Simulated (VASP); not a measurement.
Write the native input for VASP 6.6.1 that does the following.

| Item | Value |
| --- | --- |
| Task | electric field gradients |
| Functional | LDA |
| Potentials or basis | VASP PAW LDA potentials, release 64 (Y_sv) |
| Cutoff | 520 eV |
| k mesh | 13 × 13 × 13 |
| Occupations | fermi-dirac, width 0.05 eV |
| Spin | no spin polarisation |
| Dipole correction | no |
| Further INCAR settings | ALGO = Normal; EDIFF = 1e-08; NBANDS = 12 |

The structure of Y lies in POSCAR:

```
Y
1.0
    0.0000000000      2.4342714802      2.4342714802
    2.4342714802      0.0000000000      2.4342714802
    2.4342714802      2.4342714802      0.0000000000
Y
1
Direct
    0.0000000000      0.0000000000      0.0000000000
```

This cell differs from its parent crystal: volume scaled by 0.94.

The input as run:

INCAR

```
SYSTEM = Y
ALGO = Normal ; EDIFF = 1E-8
ENCUT = 520 ; ISIF = 2
ISMEAR = -1 ; LASPH = .True.
LCHARG = .False. ; LEFG = .True.
LREAL = .False. ; LWAVE = .False.
NBANDS = 12 ; NELM = 60
PREC = Accurate ; SIGMA = 0.05
```

KPOINTS

```
k-points
0
Gamma
  13 13 13
  0 0 0
```

Potentials or basis: VASP PAW LDA potentials, release 64 (Y_sv).

Run with:

```sh
$ cat potpaw_LDA.64/Y_sv/POTCAR > POTCAR
$ mpirun -np 1 vasp_std > vasp.out
```

It gave:

| Property | Result |
| --- | --- |
| Pressure | 0.8 GPa |

Caveat: without QUAD_EFG the Cq values of the log hold for a quadrupole moment of 1 mb, not for the nuclei.

Run time: 15 s on 1 thread of Intel(R) Xeon(R) Platinum 8559C (Emerald Rapids), with other jobs on the host, peak memory 0.17 GiB.
